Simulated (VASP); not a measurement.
Write the native input for VASP 6.6.1 that does the following.

| Quantity | Value |
| --- | --- |
| Task | single point |
| Functional | LDA |
| Potentials or basis | VASP PAW LDA potentials, release 64 (Ca_sv, Zn) |
| Cutoff | 520 eV |
| k mesh | 14 × 14 × 14 |
| Occupations | gaussian, width 0.15 eV |
| Spin | no spin polarisation |
| Dipole correction | no |
| Further INCAR settings | ALGO = Fast; EDIFF = 1e-06; NBANDS = 18 |

The structure of CaZn lies in POSCAR:

```
CaZn
1.0
    3.2507712918      0.0000000000      0.0000000000
    0.0000000000      3.2507712918      0.0000000000
    0.0000000000      0.0000000000      4.5965906066
Ca Zn
1 1
Direct
    0.0000000000      0.0000000000      0.0000000000
    0.5000000000      0.5000000000      0.5000000000
```

This cell differs from its parent crystal: ratio of the length along z to the lengths across it x 1.414, volume and fractional coordinates fixed.

The input as run:

INCAR

```
ALGO     = Fast           # electronic algorithm
EDIFF    = 1E-6           # SCF threshold, eV
ENCUT    = 520            # plane-wave cutoff, eV
ISIF     = 2              # what is computed and relaxed
ISMEAR   = 0              # smearing method
LASPH    = T              # aspherical terms in the spheres
LCHARG   = T              # write CHGCAR
LELF     = T              # ELF
LREAL    = F              # projectors in reciprocal space
LVHAR    = T            
LWAVE    = F              # write WAVECAR
NBANDS   = 18             # bands
NELM     = 60             # most SCF steps
PREC     = Accurate       # precision mode
SIGMA    = 0.15           # smearing width, eV
```

KPOINTS

```
k-points
0
Gamma
  14 14 14
```

Potentials or basis: VASP PAW LDA potentials, release 64 (Ca_sv, Zn).

Run with:

```bash
$ cat potpaw_LDA.64/Ca_sv/POTCAR potpaw_LDA.64/Zn/POTCAR > POTCAR
$ mpirun -np 1 vasp_std > vasp.out
```

Results of the run:

| Item | Value |
| --- | --- |
| Pressure | -2.9 GPa |
| Band gap on the k mesh | zero (bands 11 and 12 overlap by 1.38 eV) |

Caveat: the stress differs along the axes, from -8 to -0 GPa.

It took 2.5 min on 1 thread of AMD EPYC 9R45 96-Core Processor (Zen 5), on a shared host, peak memory 0.32 GiB.
